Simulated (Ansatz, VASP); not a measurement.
# Sn: VASP beside Ansatz

INCAR

```
SYSTEM = Sn
PREC = Accurate
ENCUT = 600
EDIFF = 1E-6
ISMEAR = -1
SIGMA = 0.05
LREAL = .FALSE.
LASPH = .TRUE.
NELM = 100
ALGO = Normal
ISIF = 3
LWAVE = .FALSE.
LCHARG = .FALSE.
GGA = RE
IBRION = 2
NSW = 60
EDIFFG = -0.01
```

File KPOINTS:

```
Automatic mesh
0
G
  11 11 11
  0 0 0
```

POSCAR

```
Sn
1.0
   -1.7265390000      1.7755470000      2.3383420000
    1.7265390000     -1.7755470000      2.3383420000
    1.7265390000      1.7755470000     -2.3383420000
Sn
1
Direct
    0.0000000000      0.0000000000      0.0000000000
```

Contents of input.yaml:

```yaml
crystal:
  lattice:
    - [-1.726539, 1.775547, 2.338342]
    - [1.726539, -1.775547, 2.338342]
    - [1.726539, 1.775547, -2.338342]
  atoms:
    - { symbol: Sn, position: [0.0, 0.0, 0.0] }
hamiltonian:
  xc: revpbe
  pseudopotentials: { kind: paw }
kpoints:
  mp_grid: { grid: [11, 11, 11] }
scf:
  occupations: { method: fermi_dirac, width: 0.05 }
output:
  forces: true
  stress: true
  eigenvalues: true
  write_density: true
  write_potential: true
  elf: true
  volumetric_format: npy
relax:
  f_tol: 0.01
  max_steps: 40
  cell: { stress_tol: 0.05 }
```

Alike in both runs: task relaxation of cell and atoms; functional revPBE; k mesh 11 × 11 × 11; occupations fermi-dirac, width 0.05 eV; no spin polarisation.

```csv
,VASP,Ansatz
version,VASP 6.6.1,Ansatz 0.2.0
potentials or method,"VASP PAW PBE potentials, release 64 (Sn_d)",Ansatz PAW
plane-wave cutoff (eV),600,420
valence electrons in the cell,14,14
```

```tsv
	VASP	Ansatz	Ansatz less VASP
gap on the k mesh at the Fermi level, each at its own relaxed structure (eV)	none	none	-
relaxed volume (Å³/atom)	28.67	28.65	-0.017
relaxed length of the cell vector where the two differ most in proportion (Å)	3.420	3.416	-0.0038
```

VASP's potentials were made for PBE, not for revPBE. A gap of «none» marks a metal or a gap that the smearing closes.

Noted on Ansatz's run: the plane-wave basis is chosen anew once the cell has moved, so the energies of steps on either side of that aren't comparable.
